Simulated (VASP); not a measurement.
Write the native input for VASP 6.6.1 that does the following.

```yaml
Task: single point
Functional: PBEsol
Dispersion: D4
Potentials_or_basis: VASP PAW PBE potentials, release 64 (Pt)
Cutoff: 520 eV
k_mesh: 12 × 12 × 12
Occupations: fermi-dirac, width 0.05 eV
Spin: no spin polarisation
Dipole_correction: no
Further_INCAR_settings: ALGO = Normal; EDIFF = 1e-07; NBANDS = 11
```

The structure of Pt lies in POSCAR:

```
Pt
1.0
    0.0000000000      1.9496808677      1.9496808677
    1.9496808677      0.0000000000      1.9496808677
    1.9496808677      1.9496808677      0.0000000000
Pt
1
Direct
    0.0000000000      0.0000000000      0.0000000000
```

One way to write it, as run:

INCAR

```
PREC = Accurate
ENCUT = 520
EDIFF = 1E-7
ISMEAR = -1
SIGMA = 0.05
LREAL = F
LASPH = T
NELM = 100
ALGO = Normal
ISIF = 2
LWAVE = F
LCHARG = F
GGA = PS
IVDW = 13
NBANDS = 11
```

KPOINTS

```
Automatic mesh
0
Gamma
  12 12 12
```

Potentials or basis: VASP PAW PBE potentials, release 64 (Pt).

Command:

```bash
$ cat potpaw_PBE.64/Pt/POTCAR > POTCAR
$ mpirun -np 1 vasp_std > vasp.out
```

It gave:

The pressure is -0.4 GPa, the band gap on the k mesh is zero (band 5 reaches 11.96 eV, above the bottom of band 6 at 9.66 eV) and the dispersion energy per atom is -0.458 eV.

Caveat: the PAW data sets were made with another functional, which shifts forces and pressure a little; spin-orbit coupling is left out, which moves the levels of the heavy elements; pairwise dispersion overbinds metals, which lowers pressure and volume.

Wall time 4.7 s on 1 thread of Intel(R) Xeon(R) 6975P-C (Granite Rapids), on a shared host, peak memory 0.14 GiB.
